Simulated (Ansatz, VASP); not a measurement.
This is a calculation of La for Ansatz 0.2.0.

File input.yaml:

```yaml
crystal:
  lattice:
    - [3.75, 0.0, 0.0]
    - [-1.875, 3.2475952642, 0.0]
    - [0.0, 0.0, 6.07]
  atoms:
    - { symbol: La, position: [0.6666666667, 0.3333333333, 0.75] }
    - { symbol: La, position: [0.3333333333, 0.6666666667, 0.25] }
kpoints:
  mp_grid: { grid: [8, 8, 5] }
scf:
  occupations: { method: fermi_dirac, width: 0.05 }
hamiltonian:
  xc: pbesol
  pseudopotentials: { kind: all_electron, lapw: { basis_error: 0.001 } }
output:
  forces: true
  stress: true
relax:
  f_tol: 0.005
  max_steps: 60
  cell: {}
```

Potentials or basis: all-electron LAPW, scalar-relativistic.

Command:

```bash
$ ansatz run input.yaml --threads 2 --pin off --max-ram 6144MiB --backend cpu --events-out ev --progress --plain --runs-dir out
```

Question: Set up the same calculation for VASP 6.6.1. Potentials there: VASP PAW PBE potentials, release 64 (La).

Answer: As run (the cutoff follows the program's own potentials):

The input INCAR:

```
SYSTEM = La
PREC = Accurate
ENCUT = 600
EDIFF = 1E-6
ISMEAR = -1
SIGMA = 0.05
LREAL = .False.
LASPH = .True.
NELM = 100
ALGO = Normal
ISIF = 3
LWAVE = .False.
LCHARG = .False.
GGA = PS
IBRION = 2
NSW = 80
EDIFFG = -0.005
```

KPOINTS

```
Automatic mesh
0
Gamma
  8 8 5
  0 0 0
```

The input POSCAR:

```
La
1.0
    3.7500000000      0.0000000000      0.0000000000
   -1.8750000000      3.2475952642      0.0000000000
    0.0000000000      0.0000000000      6.0700000000
La
2
Direct
    0.6666666667      0.3333333333      0.7500000000
    0.3333333333      0.6666666667      0.2500000000
```

Potentials or basis: VASP PAW PBE potentials, release 64 (La).

Command:

```bash
$ cat potpaw_PBE.64/La/POTCAR > POTCAR
$ mpirun -np 1 vasp_std > vasp.out
```

Both were run:

|  | VASP | Ansatz | Ansatz less VASP |
| --- | --- | --- | --- |
| relaxed volume (Å³/atom) | 34.85 | 34.82 | -0.027 |
| relaxed length of the cell vector where the two differ most in proportion (Å) | 5.941 | 5.930 | -0.0115 |

VASP's potentials were made for PBE, not for PBEsol. Ansatz ran all-electron here, and VASP with PAW potentials.

Neither program's run includes spin-orbit coupling.
